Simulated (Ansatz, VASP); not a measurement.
# BN in VASP and in Ansatz

```xyz
4
Lattice="2.5010 0.0000 0.0000 -1.2505 2.1659 0.0000 0.0000 0.0000 6.7367" Properties=species:S:1:pos:R:3 pbc="T T T"
B     0.0000    1.4439    1.6842
B     1.2505    0.7220    5.0525
N     0.0000    1.4439    5.0525
N     1.2505    0.7220    1.6842
```

Change from the starting cell: strain -0.0200 x Voigt [0, 0, 1, 0, 0, 0], atoms carried along.

Alike in both runs: task single point; functional r2SCAN; k mesh 12 × 12 × 4; occupations gaussian, width 0.05 eV; no spin polarisation.

|  | VASP | Ansatz |
| --- | --- | --- |
| version | VASP 6.6.1 | Ansatz 0.2.0 |
| potentials or method | VASP PAW PBE potentials, release 64 (B, N), cutoff 520 eV | scalar-relativistic, plane waves, PAW |
| valence electrons in the cell | 16 | 16 |

|  | VASP | Ansatz | Ansatz less VASP |
| --- | --- | --- | --- |
| gap on the k mesh at the Fermi level (eV) | 4.90 | 4.86 | -0.040 |
| least direct gap on the mesh (eV) | 5.37 | 5.31 | -0.059 |
| pressure (GPa) | 0.5 | 0.2 | -0.39 |
| traceless stress, the component that is largest in VASP (GPa) | -0.31 | 0.36 | +0.669 |

VASP's potentials were made for PBE, not for r2SCAN.
